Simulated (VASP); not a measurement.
# Se (P6_3/mmc) in VASP: further runs

Runs on Se. Level: PBE. Tasks: electric field gradients.

All numbers are computed with VASP 6.6.1; they aren't measurements. Logs are shortened: lines on timing, memory, paths and dates and some standing lists are left out, and cuts for length are marked.

### Step 1. The cell of the first run

Symmetry: P6_3/mmc, No. 194, hexagonal system. The conventional cell has a = 3.647 Å, b = 3.647 Å, c = 3.774 Å, α = 90.00°, β = 90.00°, γ = 120.00°. Within 3.8 Å of Se (site symmetry -6m2) lie 14 Se at 2.83 to 3.77 Å.

This isn't the form of Se at room conditions, which is trigonal, of chains.

### Step 2. Electric field gradients, PBE (21.73 Å³/atom)

INCAR

```
SYSTEM = Se
ALGO     = Normal         ! electronic algorithm
EDIFF    = 1E-8           ! SCF threshold, eV
ENCUT    = 520            ! plane-wave cutoff, eV
GGA      = PE             ! functional
ISIF     = 2              ! what is computed and relaxed
ISMEAR   = -1             ! smearing method
LASPH    = .True.         ! aspherical terms in the spheres
LCHARG   = .False.        ! write CHGCAR
LEFG     = .True.       
LREAL    = .False.        ! projectors in reciprocal space
LWAVE    = .False.        ! write WAVECAR
NBANDS   = 13             ! bands
NELM     = 100            ! most SCF steps
PREC     = Accurate       ! precision mode
SIGMA    = 0.03           ! smearing width, eV
```

KPOINTS

```
k-points
0
Gamma
  19 19 10
  0 0 0
```

POSCAR

```
Se
1.0
    3.6465836012      0.0000000000      0.0000000000
   -1.8232918006      3.1580340356      0.0000000000
    0.0000000000      0.0000000000      3.7742943978
Se
2
Direct
    0.3333333333      0.6666666667      0.2500000000
    0.6666666667      0.3333333333      0.7500000000
```

Potentials or basis: VASP PAW PBE potentials, release 64 (Se).

Run with:

```bash
$ cat potpaw_PBE.64/Se/POTCAR > POTCAR
$ mpirun -np 1 vasp_std > vasp.out
```

OUTCAR:

```text
SYSTEM = Se
   EDIFF = 1E-8
   ENCUT = 520
   GGA = PE
   ISIF = 2
   ISMEAR = -1
   LASPH = .True.
   LREAL = .False.
   NELM = 100
   PREC = Accurate

 ion  position               nearest neighbor table
   1  0.333  0.667  0.250-
   2  0.667  0.333  0.750-

  LATTYP: Found a hexagonal cell.
 ALAT       =     3.6465836012
 C/A-ratio  =     1.0350220400

  Lattice vectors:

 A1 = (   3.6465836012,   0.0000000000,   0.0000000000)
 A2 = (  -1.8232918006,   3.1580340356,   0.0000000000)
 A3 = (   0.0000000000,   0.0000000000,   3.7742943978)

Analysis of symmetry for initial positions (statically):
=====================================================================
 Subroutine PRICEL returns:
 Original cell was already a primitive cell.

 Routine SETGRP: Setting up the symmetry group for a
 hexagonal supercell.

 Subroutine GETGRP returns: Found 24 space group operations
 (whereof 12 operations were pure point group operations)
 out of a pool of 24 trial point group operations.

The static configuration has the point symmetry D_3d.
 The point group associated with its full space group is D_6h.

Analysis of symmetry for dynamics (positions and initial velocities):
=====================================================================
 Subroutine PRICEL returns:
 Original cell was already a primitive cell.

 Routine SETGRP: Setting up the symmetry group for a
 hexagonal supercell.

 Subroutine GETGRP returns: Found 24 space group operations
 (whereof 12 operations were pure point group operations)
 out of a pool of 24 trial point group operations.

The dynamic configuration has the point symmetry D_3d.
 The point group associated with its full space group is D_6h.

 Subroutine INISYM returns: Found 24 space group operations
 (whereof 12 operations are pure point group operations),
 and found     1 'primitive' translations

----------------------------------------------------------------------------------------

                                     Primitive cell

  volume of cell :      43.4649

  direct lattice vectors                    reciprocal lattice vectors
     3.646583601  0.000000000  0.000000000     0.274229281  0.158326349  0.000000000
    -1.823291801  3.158034036  0.000000000     0.000000000  0.316652699  0.000000000
     0.000000000  0.000000000  3.774294398     0.000000000  0.000000000  0.264950185

  length of vectors
     3.646583601  3.646583601  3.774294398     0.316652699  0.316652699  0.264950185

  position of ions in fractional coordinates (direct lattice)
     0.333333333  0.666666667  0.250000000
     0.666666667  0.333333333  0.750000000

  ion indices of the primitive-cell ions
   primitive index   ion index
                 1           1
                 2           2

----------------------------------------------------------------------------------------

 KPOINTS: k-points

Automatic generation of k-mesh.
 Grid dimensions read from file:
 generate k-points for:   19   19   10

 Generating k-lattice:

  Cartesian coordinates                     Fractional coordinates (reciprocal lattice)
     0.014433120  0.008332966  0.000000000     0.052631579  0.000000000  0.000000000
     0.000000000  0.016665932  0.000000000     0.000000000  0.052631579  0.000000000
     0.000000000  0.000000000  0.026495019     0.000000000  0.000000000  0.100000000

  Length of vectors
     0.016665932  0.016665932  0.026495019

  Shift w.r.t. Gamma in fractional coordinates (k-lattice)
     0.000000000  0.000000000  0.000000000

 Subroutine IBZKPT returns following result:
 ===========================================

 Found    240 irreducible k-points:

 Following reciprocal coordinates:
            Coordinates               Weight
  0.000000  0.000000  0.000000      1.000000
  0.052632 -0.000000  0.000000      6.000000
  0.105263 -0.000000  0.000000      6.000000
  0.157895 -0.000000  0.000000      6.000000
  0.210526 -0.000000  0.000000      6.000000
  0.263158 -0.000000  0.000000      6.000000
[... 16 lines left out ...]
  0.263158  0.105263  0.000000     12.000000
  0.315789  0.105263  0.000000     12.000000
 [... further k-points ...]
   k-points           NKPTS =    240   k-points in BZ     NKDIM =    240   number of bands    NBANDS=     13
   number of dos      NEDOS =    301   number of ions     NIONS =      2
   total plane-waves  NPLWV =  21952
   dimension x,y,z NGX =    28 NGY =   28 NGZ =   28
   dimension x,y,z NGXF=    56 NGYF=   56 NGZF=   56
   ions per type =               2
   NGX,Y,Z   is equivalent  to a cutoff of  12.77, 12.77, 12.33 a.u.
   NGXF,Y,Z  is equivalent  to a cutoff of  25.53, 25.53, 24.67 a.u.
 SYSTEM =  Se
   PREC   = accura    normal or accurate (medium, high low for compatibility)
   ISTART =      0    job   : 0-new  1-cont  2-samecut
   ICHARG =      2    charge: 1-file 2-atom 10-const
   ISPIN  =      1    spin polarized calculation?
   LNONCOLLINEAR =      F non collinear calculations
   LSORBIT =      F    spin-orbit coupling
   LASPH  =      T    aspherical Exc in radial PAW
   ENCUT  =  520.0 eV  38.22 Ry    6.18 a.u.   6.78  6.78  7.02*2*pi/ulx,y,z
   NELM   =    100;   NELMIN=  2; NELMDL= -5     # of ELM steps
   EDIFF  = 0.1E-07   stopping-criterion for ELM
   LREAL  =      F    real-space projection
   EDIFFG = 0.1E-06   stopping-criterion for IOM
   NSW    =      0    number of steps for IOM
   IBRION =     -1    ionic relax: 0-MD 1-quasi-New 2-CG
   NFREE  =      0    steps in history (QN), initial steepest desc. (CG)
   ISIF   =      2    stress and relaxation
   ISYM   =      2    0-nonsym 1-usesym 2-fastsym
   POTIM  = 0.5000    time-step for ionic-motion
   TEBEG  =    0.0;   TEEND  =   0.0 temperature during run
   PSTRESS=    0.0 pullay stress
   NELECT =      12.0000    total number of electrons
   NUPDOWN=      -1.0000    fix difference up-down
   EMIN   =  10.00;   EMAX   =-10.00  energy-range for DOS
   EFERMI =   0.00;   METHOD = LEGACY
   ISMEAR =    -1;   SIGMA  =   0.03  broadening in eV -4-tet -1-fermi 0-gaus
   EFERMI_NEDOS =   21; number of points for ismear=-14 and -15
   IALGO  =     38    algorithm
   IMIX   =      4    mixing-type and parameters
     AMIX     =   0.40;   BMIX     =  1.00
     AMIX_MAG =   1.60;   BMIX_MAG =  1.00
  volume/ion in A,a.u.               =      21.73       146.66
  Fermi-wavevector in a.u.,A,eV,Ry     =   1.065996  2.014441 15.460952  1.136348
  Thomas-Fermi vector in A             =   2.201566
   LORBIT       =      0    0 simple, 1 ext, 2 COOP (PROOUT), +10 PAW based schemes
   GGA     = PE    functional components
   LHFCALC =     F    Hartree Fock is set to
   AEXX    =    0.0000 exact exchange contribution
   IVDW    =     0    specifies the selected vdW correction
   LEPSILON=     F    determine dielectric tensor
   LRPA    =     F    only Hartree local field effects (RPA)
 non-spin polarized calculation
  energy-cutoff  :      520.00
  volume of cell :       43.46
 maximum number of plane-waves:      1191
 NGX is ok and might be reduce to    28
   NGX = 13   NGY = 13   NGZ = 15

 number of electron      12.0000000 magnetization

 Free energy of the ion-electron system (eV)
  ---------------------------------------------------
  ext. energy  EPLUGINS =         0.00000000
  ---------------------------------------------------
  free energy    TOTEN  =        -6.27661162 eV

  energy without entropy =       -6.27432512  energy(sigma->0) =       -6.27546837

 E-fermi :   5.0321     XC(G=0): -10.1421

 val. band max:        5.0107373257   @ k =   0.1053  -0.0000   0.2000
 cond. band min:       5.0324741656   @ k =   0.1053   0.1053   0.1000
 fundamental gap:      0.0217368398
 Fermi energy:         5.0320651834

 k-point     1 :       0.0000    0.0000    0.0000
  band No.  band energies     occupation
      1     -11.1832      2.00000
      2      -5.1066      2.00000
      3       0.1755      2.00000
      4       2.5703      2.00000
      5       2.5703      2.00000
      6       5.8064      0.00000
      7       5.8064      0.00000
      8       8.4787      0.00000
      9       9.0831      0.00000
     10      12.2051      0.00000
     11      15.0644      0.00000
     12      15.0644      0.00000
     13      16.7674      0.00000
[... 354 lines left out ...]
  band No.  band energies     occupation
      1      -9.7267      2.00000
      2      -6.9137      2.00000
      3       0.2448      2.00000
      4       1.7450      2.00000
      5       1.7646      2.00000
      6       4.5308      2.00000
      7       5.1660      0.02272
      8       7.0223      0.00000
      9      10.0156      0.00000
     10      13.7092      0.00000
     11      13.7993      0.00000
     12      16.8854      0.00000
     13      16.9432      0.00000

 [... further k-points ...]

------------------------ aborting loop because EDIFF is reached ----------------------------------------

  FORCE on cell =-STRESS in cart. coord.  units (eV):
  Direction    XX          YY          ZZ          XY          YZ          ZX
  --------------------------------------------------------------------------------------
  -------------------------------------------------------------------------------------
  Total        0.4846693      0.4846693      0.8134530      0.0000000      0.0000000      0.0000000
  in kB       17.8655875     17.8655875     29.9850184      0.0000000      0.0000000      0.0000000
  external PRESSURE =      21.9053978 kB  Pullay stress =       0.0000000 kB

 VOLUME and BASIS-vectors are now :
 -----------------------------------------------------------------------------
  energy-cutoff  :      520.00
  volume of cell :       43.46
      direct lattice vectors                 reciprocal lattice vectors
     3.646583601  0.000000000  0.000000000     0.274229281  0.158326349  0.000000000
    -1.823291801  3.158034036  0.000000000     0.000000000  0.316652699  0.000000000
     0.000000000  0.000000000  3.774294398     0.000000000  0.000000000  0.264950185

 POSITION                                       TOTAL-FORCE (eV/Angst)
 -----------------------------------------------------------------------------------
     -0.00000      2.10536      0.94357        -0.000000      0.000000      0.000000
      1.82329      1.05268      2.83072         0.000000     -0.000000      0.000000
 -----------------------------------------------------------------------------------
    total drift:                                0.000000     -0.000000      0.000000

  FREE ENERGIE OF THE ION-ELECTRON SYSTEM (eV)
  ---------------------------------------------------
  free  energy   TOTEN  =        -6.2766116210 eV

  energy  without entropy=       -6.2743251182  energy(sigma->0) =       -6.27546837

 Electric field gradients (V/A^2)
---------------------------------------------------------------------
 ion       V_xx      V_yy      V_zz      V_xy      V_xz      V_yz
---------------------------------------------------------------------
   1     -62.435   -62.435   124.870     0.000    -0.000     0.000
   2     -62.435   -62.435   124.870     0.000     0.000    -0.000
---------------------------------------------------------------------

 Electric field gradients after diagonalization (V/A^2)
 (convention: |V_zz| > |V_xx| > |V_yy|)
----------------------------------------------------------------------
 ion       V_xx      V_yy      V_zz     asymmetry (V_yy - V_xx)/ V_zz
----------------------------------------------------------------------
   1     -62.435   -62.435   124.870       0.000
   2     -62.435   -62.435   124.870       0.000
----------------------------------------------------------------------

           NMR quadrupolar parameters

 Cq : quadrupolar parameter    Cq=e*Q*V_zz/h
 eta: asymmetry parameters     (V_yy - V_xx)/ V_zz
 Q  : nuclear electric quadrupole moment in mb (millibarn)
----------------------------------------------------------------------
 ion       Cq(MHz)       eta       Q (mb)
----------------------------------------------------------------------
   1       0.302       0.000       1.000
   2       0.302       0.000       1.000
----------------------------------------------------------------------
```

Run time: 2.2 min. Hardware: 1 thread of Oxide Virtual Turin-like, shared host; peak memory 0.21 GiB.

Results:

| Quantity | Value |
| --- | --- |
| Free energy | -6.2766 eV |
| Pressure | 2.2 GPa |
| Band gap on the k mesh | zero (bands 6 and 7 overlap by 2.11 eV) |
| Largest electric field gradient by atom | Se +124.9 V/Å² |

Stress tensor (GPa, compression positive):
```
1.79 0.00 0.00
0.00 1.79 0.00
0.00 0.00 3.00
```

Electric field gradients, principal values (V/Å²):
```tsv
atom	least	middle	greatest (by size)
1 Se	-62.435	-62.435	124.870
2 Se	-62.435	-62.435	124.870
```

Caveat: without QUAD_EFG the Cq values of the log hold for a quadrupole moment of 1 mb, not for the nuclei.

### Step 3. Electric field gradients, PBE

This run uses another cell than the first one, of 22.40 Å³/atom.

INCAR

```
ALGO = Normal
EDIFF = 1E-8
ENCUT = 520
GGA = PE
ISIF = 2
ISMEAR = -1
LASPH = T
LCHARG = F
LEFG = T
LREAL = F
LWAVE = F
NBANDS = 13
NELM = 100
PREC = Accurate
SIGMA = 0.03
```

KPOINTS

```
k-points
0
Gamma
  19 19 10
```

POSCAR

```
Se
1.0
    3.6837962081      0.0000000000      0.0000000000
   -1.8418981040      3.1902610986      0.0000000000
    0.0000000000      0.0000000000      3.8128102661
Se
2
Direct
    0.3333333333      0.6666666667      0.2500000000
    0.6666666667      0.3333333333      0.7500000000
```

Potentials or basis: VASP PAW PBE potentials, release 64 (Se).

Run with:

```bash
$ cat potpaw_PBE.64/Se/POTCAR > POTCAR
$ mpirun -np 1 vasp_std > vasp.out
```

OUTCAR:

```text
EDIFF = 1E-8
   ENCUT = 520
   GGA = PE
   ISIF = 2
   ISMEAR = -1
   LASPH = T
   LREAL = F
   NELM = 100
   PREC = Accurate

 ion  position               nearest neighbor table
   1  0.333  0.667  0.250-
   2  0.667  0.333  0.750-

  LATTYP: Found a hexagonal cell.
 ALAT       =     3.6837962081
 C/A-ratio  =     1.0350220400

  Lattice vectors:

 A1 = (   3.6837962081,   0.0000000000,   0.0000000000)
 A2 = (  -1.8418981040,   3.1902610986,   0.0000000000)
 A3 = (   0.0000000000,   0.0000000000,   3.8128102661)

Analysis of symmetry for initial positions (statically):
=====================================================================
 Subroutine PRICEL returns:
 Original cell was already a primitive cell.

 Routine SETGRP: Setting up the symmetry group for a
 hexagonal supercell.

 Subroutine GETGRP returns: Found 24 space group operations
 (whereof 12 operations were pure point group operations)
 out of a pool of 24 trial point group operations.

The static configuration has the point symmetry D_3d.
 The point group associated with its full space group is D_6h.

Analysis of symmetry for dynamics (positions and initial velocities):
=====================================================================
 Subroutine PRICEL returns:
 Original cell was already a primitive cell.

 Routine SETGRP: Setting up the symmetry group for a
 hexagonal supercell.

 Subroutine GETGRP returns: Found 24 space group operations
 (whereof 12 operations were pure point group operations)
 out of a pool of 24 trial point group operations.

The dynamic configuration has the point symmetry D_3d.
[... 165 lines left out ...]
      9       8.8569      0.00000
     10      11.7852      0.00000
     11      14.6526      0.00000
     12      14.6526      0.00000
     13      16.3604      0.00000
[... 354 lines left out ...]
  band No.  band energies     occupation
      1      -9.8849      2.00000
      2      -7.2165      2.00000
      3       0.0545      2.00000
      4       1.4945      2.00000
      5       1.5061      2.00000
      6       4.1613      2.00000
      7       4.8116      0.01619
      8       6.5753      0.00000
      9       9.7560      0.00000
     10      13.3714      0.00000
     11      13.4243      0.00000
     12      16.3457      0.00000
     13      16.5021      0.00000

 [... further k-points ...]
[... 5 lines left out ...]
  --------------------------------------------------------------------------------------
  -------------------------------------------------------------------------------------
  Total        0.0053546      0.0053546      0.0077980      0.0000000     -0.0000000      0.0000000
  in kB        0.1914569      0.1914569      0.2788229      0.0000000     -0.0000000      0.0000000
  external PRESSURE =       0.2205789 kB  Pullay stress =       0.0000000 kB

 VOLUME and BASIS-vectors are now :
 -----------------------------------------------------------------------------
  energy-cutoff  :      520.00
  volume of cell :       44.81
      direct lattice vectors                 reciprocal lattice vectors
     3.683796208  0.000000000  0.000000000     0.271459099  0.156726984  0.000000000
    -1.841898104  3.190261099  0.000000000     0.000000000  0.313453968  0.000000000
     0.000000000  0.000000000  3.812810266     0.000000000  0.000000000  0.262273738

 POSITION                                       TOTAL-FORCE (eV/Angst)
 -----------------------------------------------------------------------------------
     -0.00000      2.12684      0.95320         0.000000      0.000000      0.000000
      1.84190      1.06342      2.85961         0.000000     -0.000000      0.000000
 -----------------------------------------------------------------------------------
    total drift:                               -0.000000      0.000000      0.000000

  FREE ENERGIE OF THE ION-ELECTRON SYSTEM (eV)
  ---------------------------------------------------
  free  energy   TOTEN  =        -6.2856673901 eV

  energy  without entropy=       -6.2832695651  energy(sigma->0) =       -6.28446848

 Electric field gradients (V/A^2)
---------------------------------------------------------------------
 ion       V_xx      V_yy      V_zz      V_xy      V_xz      V_yz
---------------------------------------------------------------------
   1     -62.595   -62.595   125.190    -0.000     0.000    -0.000
   2     -62.595   -62.595   125.190    -0.000    -0.000     0.000
---------------------------------------------------------------------

 Electric field gradients after diagonalization (V/A^2)
 (convention: |V_zz| > |V_xx| > |V_yy|)
----------------------------------------------------------------------
 ion       V_xx      V_yy      V_zz     asymmetry (V_yy - V_xx)/ V_zz
----------------------------------------------------------------------
   1     -62.595   -62.595   125.190       0.000
   2     -62.595   -62.595   125.190       0.000
----------------------------------------------------------------------

           NMR quadrupolar parameters

 Cq : quadrupolar parameter    Cq=e*Q*V_zz/h
 eta: asymmetry parameters     (V_yy - V_xx)/ V_zz
 Q  : nuclear electric quadrupole moment in mb (millibarn)
----------------------------------------------------------------------
 ion       Cq(MHz)       eta       Q (mb)
----------------------------------------------------------------------
   1       0.303       0.000       1.000
   2       0.303       0.000       1.000
----------------------------------------------------------------------
```

Run time: 1.7 min. Hardware: 1 thread of Oxide Virtual Turin-like, shared host; peak memory 0.21 GiB.

What came out:

```yaml
Free_energy: -6.2857 eV
Pressure: 0.0 GPa
Band_gap_on_the_k_mesh: zero (bands 6 and 7 overlap by 2.10 eV)
Largest_electric_field_gradient_by_atom: Se +125.2 V/Å²
```

Electric field gradients, principal values (V/Å²):
```
atom    least   middle  greatest (by size)
1 Se  -62.595  -62.595             125.190
2 Se  -62.595  -62.595             125.190
```

Caveat: without QUAD_EFG the Cq values of the log hold for a quadrupole moment of 1 mb, not for the nuclei.

[end of part 1 of 2]

The gap in the log of VASP goes by the Fermi energy; the results here count the filled bands.